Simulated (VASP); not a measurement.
Here is a VASP 6.6.1 calculation.

Contents of INCAR:

```
PREC = Accurate
ENCUT = 520
EDIFF = 1E-6
ISMEAR = 0
SIGMA = 0.15
LREAL = False
LASPH = True
NELM = 60
ALGO = Normal
ISIF = 2
LWAVE = False
LCHARG = False
GGA = CA
NBANDS = 8
```

File KPOINTS:

```
Automatic mesh
0
Gamma
  24 24 20
```

POSCAR

```
Si
1.0
    2.4895156742      0.0000000000      0.0000000000
   -1.2447578371      2.1559838169      0.0000000000
    0.0000000000      0.0000000000      2.5896721095
Si
1
Direct
    0.0000000000      0.0000000000      0.0000000000
```

Potentials or basis: VASP PAW LDA potentials, release 64 (Si).

The run is started by

```bash
$ cat potpaw_LDA.64/Si/POTCAR > POTCAR
$ mpirun -np 1 vasp_std > vasp.out
```

Predict the pressure.

7.0 GPa.

Estimate the band gap on the k mesh.

zero (bands 2 and 3 overlap by 10.25 eV).

Stress tensor (GPa, compression positive):
```
 15.83   0.00   0.00
  0.00  15.83   0.00
  0.00   0.00 -10.69
```

Caveat: the cell differs from its parent crystal (strain -0.050 along x and y, +0.050 along z); the cell stands under pressure.
